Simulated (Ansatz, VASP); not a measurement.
One calculation of Ag, two programs

```
Ag
1.0
     2.87560   -0.00067    0.00027
    -1.43842    2.48950   -0.00073
     0.00109   -0.00316    9.32382
Ag
4
Direct
  0.33294 0.66671 0.25000
  0.66705 0.33315 0.75000
  0.99998 0.00000 0.00000
  0.00004 0.00014 0.49999
```

Change from the starting cell: all atoms moved at random, sigma 0.1 Å a component, cell strained at random, sigma 0.03; relaxed back.

Alike in both runs: functional PBEsol; k mesh 12 × 12 × 4; occupations gaussian, width 0.15 eV; no spin polarisation.

Ansatz relaxed the structure, and its values are those at the end. VASP's run is a single point on that final structure, the one shown.

|  | VASP | Ansatz |
| --- | --- | --- |
| version | VASP 6.6.1 | Ansatz 0.2.0 |
| potentials or method | VASP PAW PBE potentials, release 64 (Ag), cutoff 520 eV | scalar-relativistic, plane waves, PAW |
| valence electrons in the cell | 44 | 76 |

|  | VASP | Ansatz | Ansatz less VASP |
| --- | --- | --- | --- |
| gap on the k mesh at the Fermi level (eV) | none | none | - |
| pressure (GPa) | -0.2 | 0.0 | +0.22 |

VASP's potentials were made for PBE, not for PBEsol. A gap of «none» marks a metal or a gap that the smearing closes. VASP's potentials hold 44 valence electrons a cell and Ansatz's 76, so a difference there can come from the potentials and not from the codes.
